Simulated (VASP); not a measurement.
LiS2, 6 atoms in the cell. Symmetry: P6_3/mmc, No. 194, hexagonal system. The conventional cell has a = 2.744 Å, b = 2.744 Å, c = 16.519 Å, α = 90.00°, β = 90.00°, γ = 120.00°. Within 3.3 Å of Li (site symmetry -6m2) lie 6 S at 2.52 Å and 6 Li at 2.74 Å. S (site symmetry 3m) has 3 Li at 2.52 Å and 6 S at 2.74 Å within 3.3 Å. 

* Program: VASP 6.6.1
* Task: single point
* Functional: PBE
* Potentials or basis: VASP PAW PBE potentials, release 64 (Li_sv, S)
* Cutoff: 520 eV
* k mesh: 18 × 18 × 4
* Occupations: gaussian, width 0.1 eV
* Spin: no spin polarisation
* Dipole correction: no
* Further INCAR settings: ALGO = Normal; EDIFF = 1e-06; NBANDS = 24

Potentials or basis: VASP PAW PBE potentials, release 64 (Li_sv, S).

Command:

```bash
$ cat potpaw_PBE.64/Li_sv/POTCAR potpaw_PBE.64/S/POTCAR > POTCAR
$ mpirun -np 1 vasp_std > vasp.out
```

Hardware: 1 thread of Intel(R) Xeon(R) 6975P-C (Granite Rapids), with other jobs on the host.

Task: How long does it take, and how much memory?

Result: It took 2.1 min on 1 thread of Intel(R) Xeon(R) 6975P-C (Granite Rapids), on a shared host, peak memory 0.34 GiB. Counts: scf iterations 15, k points 111.
